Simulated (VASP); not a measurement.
# CuI (F-43m) in VASP: further runs

Aim: see how the results for CuI move with the level of theory and the settings. Levels: SVWN5, r2SCANh, PBE-based screened hybrid with 25 % exact exchange, b88 exchange, pbe correlation. Tasks: single point, relaxation of cell and atoms.

Everything below comes from runs of VASP 6.6.1. Logs are shortened: lines on timing, memory, paths and dates and some standing lists are left out, and cuts for length are marked.

### 1 The cell of the first run

Symmetry: F-43m, No. 216, cubic system. The conventional cell has a = 6.063 Å, b = 6.063 Å, c = 6.063 Å, α = 90.00°, β = 90.00°, γ = 90.00°. Within 3.5 Å of I (site symmetry -43m) lie 4 Cu at 2.63 Å. Cu (site symmetry -43m) has 4 I at 2.63 Å within 3.5 Å.

### 2 Single point, SVWN5

File INCAR:

```
SYSTEM = CuI
PREC = Accurate
ENCUT = 520
EDIFF = 1E-6
ISMEAR = -1
SIGMA = 0.05
LREAL = .FALSE.
LASPH = .TRUE.
NELM = 100
ALGO = Normal
ISIF = 2
LWAVE = .FALSE.
LCHARG = .FALSE.
GGA = VW
NBANDS = 16
```

File KPOINTS:

```
regular mesh
0
G
  8 8 8
  0 0 0
```

File POSCAR:

```
CuI
1.0
    0.0000000000      3.0315000000      3.0315000000
    3.0315000000      0.0000000000      3.0315000000
    3.0315000000      3.0315000000      0.0000000000
I Cu
1 1
Direct
    0.0000000000      0.0000000000      0.0000000000
    0.7500000000      0.7500000000      0.7500000000
```

Potentials or basis: VASP PAW PBE potentials, release 64 (I, Cu).

On the command line:

```console
> cat potpaw_PBE.64/I/POTCAR potpaw_PBE.64/Cu/POTCAR > POTCAR
> mpirun -np 1 vasp_std > vasp.out
```

OUTCAR:

```text
SYSTEM = CuI
   PREC = Accurate
   ENCUT = 520
   EDIFF = 1E-6
   ISMEAR = -1
   LREAL = .FALSE.
   LASPH = .TRUE.
   NELM = 100
   ISIF = 2
   GGA = VW

 ion  position               nearest neighbor table
   1  0.000  0.000  0.000-   2 2.63   2 2.63   2 2.63   2 2.63
   2  0.750  0.750  0.750-   1 2.63   1 2.63   1 2.63   1 2.63

  LATTYP: Found a face centered cubic cell.
 ALAT       =     6.0630000000

  Lattice vectors:

 A1 = (   0.0000000000,   3.0315000000,   3.0315000000)
 A2 = (   3.0315000000,   0.0000000000,   3.0315000000)
 A3 = (   3.0315000000,   3.0315000000,   0.0000000000)

Analysis of symmetry for initial positions (statically):
=====================================================================
 Subroutine PRICEL returns:
 Original cell was already a primitive cell.

 Routine SETGRP: Setting up the symmetry group for a
 face centered cubic supercell.

 Subroutine GETGRP returns: Found 24 space group operations
 (whereof 24 operations were pure point group operations)
 out of a pool of 48 trial point group operations.

The static configuration has the point symmetry T_d .

Analysis of symmetry for dynamics (positions and initial velocities):
=====================================================================
 Subroutine PRICEL returns:
 Original cell was already a primitive cell.

 Routine SETGRP: Setting up the symmetry group for a
 face centered cubic supercell.

 Subroutine GETGRP returns: Found 24 space group operations
 (whereof 24 operations were pure point group operations)
 out of a pool of 48 trial point group operations.

The dynamic configuration has the point symmetry T_d .

 Subroutine INISYM returns: Found 24 space group operations
 (whereof 24 operations are pure point group operations),
 and found     1 'primitive' translations

----------------------------------------------------------------------------------------

                                     Primitive cell

  volume of cell :      55.7189

  direct lattice vectors                    reciprocal lattice vectors
     0.000000000  3.031500000  3.031500000    -0.164934851  0.164934851  0.164934851
     3.031500000  0.000000000  3.031500000     0.164934851 -0.164934851  0.164934851
     3.031500000  3.031500000  0.000000000     0.164934851  0.164934851 -0.164934851

  length of vectors
[... 79 lines left out ...]
   LASPH  =      T    aspherical Exc in radial PAW
   ENCUT  =  520.0 eV  38.22 Ry    6.18 a.u.   7.97  7.97  7.97*2*pi/ulx,y,z
   NELM   =    100;   NELMIN=  2; NELMDL= -5     # of ELM steps
   EDIFF  = 0.1E-05   stopping-criterion for ELM
   LREAL  =      F    real-space projection
   EDIFFG = 0.1E-04   stopping-criterion for IOM
   NSW    =      0    number of steps for IOM
   IBRION =     -1    ionic relax: 0-MD 1-quasi-New 2-CG
   NFREE  =      0    steps in history (QN), initial steepest desc. (CG)
   ISIF   =      2    stress and relaxation
   ISYM   =      2    0-nonsym 1-usesym 2-fastsym
   POTIM  = 0.5000    time-step for ionic-motion
   TEBEG  =    0.0;   TEEND  =   0.0 temperature during run
   PSTRESS=    0.0 pullay stress
   NELECT =      18.0000    total number of electrons
   NUPDOWN=      -1.0000    fix difference up-down
   EMIN   =  10.00;   EMAX   =-10.00  energy-range for DOS
   EFERMI =   0.00;   METHOD = LEGACY
   ISMEAR =    -1;   SIGMA  =   0.05  broadening in eV -4-tet -1-fermi 0-gaus
   EFERMI_NEDOS =   21; number of points for ismear=-14 and -15
   IALGO  =     38    algorithm
   IMIX   =      4    mixing-type and parameters
     AMIX     =   0.40;   BMIX     =  1.00
     AMIX_MAG =   1.60;   BMIX_MAG =  1.00
  volume/ion in A,a.u.               =      27.86       188.00
  Fermi-wavevector in a.u.,A,eV,Ry     =   1.123306  2.122741 17.168055  1.261816
  Thomas-Fermi vector in A             =   2.259971
   LORBIT       =      0    0 simple, 1 ext, 2 COOP (PROOUT), +10 PAW based schemes
   GGA     = VW    functional components
   LHFCALC =     F    Hartree Fock is set to
   AEXX    =    0.0000 exact exchange contribution
   IVDW    =     0    specifies the selected vdW correction
   LEPSILON=     F    determine dielectric tensor
   LRPA    =     F    only Hartree local field effects (RPA)
 non-spin polarized calculation
  energy-cutoff  :      520.00
  volume of cell :       55.72
 maximum number of plane-waves:      1524
   NGX = 15   NGY = 15   NGZ = 15

 number of electron      18.0000014 magnetization

 Free energy of the ion-electron system (eV)
  ---------------------------------------------------
  ext. energy  EPLUGINS =         0.00000000
  ---------------------------------------------------
  free energy    TOTEN  =        -6.87166568 eV

  energy without entropy =       -6.87166502  energy(sigma->0) =       -6.87166535

 E-fermi :   4.5735     XC(G=0):  -9.3007

 val. band max:        4.0533573575   @ k =   0.0000   0.0000   0.0000
 cond. band min:       5.0138123351   @ k =   0.0000   0.0000   0.0000
 fundamental gap:      0.9604549777
 Fermi energy:         4.5735426308

 k-point     1 :       0.0000    0.0000    0.0000
  band No.  band energies     occupation
      1      -9.9741      2.00000
      2       0.4261      2.00000
      3       0.4261      2.00000
      4       0.4261      2.00000
      5       2.1440      2.00000
      6       2.1440      2.00000
[... 433 lines left out ...]
      3      -0.1009      2.00000
      4       0.4146      2.00000
      5       2.0794      2.00000
      6       2.1549      2.00000
[... 8 lines left out ...]
     15      14.7361      0.00000
     16      15.3275      0.00000

 [... further k-points ...]

------------------------ aborting loop because EDIFF is reached ----------------------------------------

  FORCE on cell =-STRESS in cart. coord.  units (eV):
  Direction    XX          YY          ZZ          XY          YZ          ZX
  --------------------------------------------------------------------------------------
  -------------------------------------------------------------------------------------
  Total       -1.4956924     -1.4956924     -1.4956924      0.0000000      0.0000000      0.0000000
  in kB      -43.0080908    -43.0080908    -43.0080908      0.0000000      0.0000000      0.0000000
  external PRESSURE =     -43.0080908 kB  Pullay stress =       0.0000000 kB

 VOLUME and BASIS-vectors are now :
 -----------------------------------------------------------------------------
  energy-cutoff  :      520.00
  volume of cell :       55.72
      direct lattice vectors                 reciprocal lattice vectors
     0.000000000  3.031500000  3.031500000    -0.164934851  0.164934851  0.164934851
     3.031500000  0.000000000  3.031500000     0.164934851 -0.164934851  0.164934851
     3.031500000  3.031500000  0.000000000     0.164934851  0.164934851 -0.164934851

 POSITION                                       TOTAL-FORCE (eV/Angst)
 -----------------------------------------------------------------------------------
      0.00000      0.00000      0.00000        -0.000000      0.000000     -0.000000
      4.54725      4.54725      4.54725         0.000000     -0.000000      0.000000
 -----------------------------------------------------------------------------------
    total drift:                                0.000001      0.000001      0.000001

  FREE ENERGIE OF THE ION-ELECTRON SYSTEM (eV)
  ---------------------------------------------------
  free  energy   TOTEN  =        -6.8716656763 eV

  energy  without entropy=       -6.8716650247  energy(sigma->0) =       -6.87166535
```

It took 17 s on 1 thread of AMD EPYC 7R43 (Zen 3), shared host; peak memory 0.13 GiB.

Results:

```yaml
Free_energy: -6.8717 eV
Pressure: -4.3 GPa
Band_gap_on_the_k_mesh: 0.96 eV
```

Levels at points of the mesh, in eV from the valence-band top:
```
           k point  band 7  band 8  band 9  band 10  band 11  band 12
(0.00, 0.00, 0.00)    0.00    0.00    0.00     0.96     4.86     4.86
(0.50, 0.00, 0.00)   -1.84   -0.72   -0.72     2.05     5.40     5.40
(0.50, 0.50, 0.00)   -1.82   -1.54   -1.54     2.62     2.84     9.03
```

Caveat: the cell stands under tension; the PAW data sets were made with another functional, which shifts forces and pressure a little; spin-orbit coupling is left out, which moves the levels of the heavy elements.

### 3 Single point, r2SCANh

POSCAR is that of step 2.

File INCAR.step1:

```
ALGO     = Normal         # electronic algorithm
EDIFF    = 1E-5           # SCF threshold, eV
ENCUT    = 520            # plane-wave cutoff, eV
GGA      = PE             # functional
ISIF     = 2              # what is computed and relaxed
ISMEAR   = -1             # smearing method
LASPH    = T              # aspherical terms in the spheres
LCHARG   = F              # write CHGCAR
LREAL    = F              # projectors in reciprocal space
LWAVE    = T              # write WAVECAR
NBANDS   = 16             # bands
NELM     = 80             # most SCF steps
PREC     = Accurate       # precision mode
SIGMA    = 0.05           # smearing width, eV
```

File INCAR.step2:

```
AEXX     = 0.1            # exact-exchange fraction
ALGO     = Normal         # electronic algorithm
EDIFF    = 1E-6           # SCF threshold, eV
ENCUT    = 520            # plane-wave cutoff, eV
ISIF     = 2              # what is computed and relaxed
ISMEAR   = -1             # smearing method
ISTART   = 1            
LASPH    = T              # aspherical terms in the spheres
LCHARG   = F              # write CHGCAR
LHFCALC  = T              # exact exchange
LMIXTAU  = T            
LREAL    = F              # projectors in reciprocal space
LWAVE    = F              # write WAVECAR
METAGGA  = R2SCAN         # meta-GGA
NBANDS   = 16             # bands
NELM     = 80             # most SCF steps
PREC     = Accurate       # precision mode
PRECFOCK = Normal       
SIGMA    = 0.05           # smearing width, eV
```

File KPOINTS:

```
k-points
0
Gamma
  4 4 4
```

Potentials or basis: VASP PAW PBE potentials, release 64 (I, Cu).

On the command line:

```console
> cat potpaw_PBE.64/I/POTCAR potpaw_PBE.64/Cu/POTCAR > POTCAR
> cp INCAR.step1 INCAR
> mpirun -np 1 vasp_std > vasp.out
> cp INCAR.step2 INCAR
> mpirun -np 1 vasp_std > vasp.out
```

Wall time 14 min (1 thread of Intel Xeon 8259CL, shared host); peak memory 0.2 GiB.

It converged, with:

```
Free energy            : -33.4313 eV
Pressure               : -0.4 GPa
Band gap on the k mesh : 2.42 eV
```

Levels at points of the mesh, in eV from the valence-band top:
| k point | band 6 | band 7 | band 8 | band 9 | band 10 | band 11 | band 12 | band 13 |
| --- | --- | --- | --- | --- | --- | --- | --- | --- |
| (0.00, 0.00, 0.00) | -2.09 | 0.00 | 0.00 | 0.00 | 2.42 | 6.09 | 6.09 | 6.09 |
| (0.50, 0.00, 0.00) | -2.06 | -2.02 | -0.77 | -0.77 | 3.38 | 6.58 | 6.58 | 8.52 |
| (0.50, 0.50, 0.00) | -2.00 | -1.96 | -1.69 | -1.69 | 3.67 | 4.00 | 10.69 | 11.37 |

Caveat: the k points lie up to 0.45 Å⁻¹ apart; the PAW data sets were made with another functional, which shifts forces and pressure a little; spin-orbit coupling is left out, which moves the levels of the heavy elements.

(Part 1 of 2 ends here.)
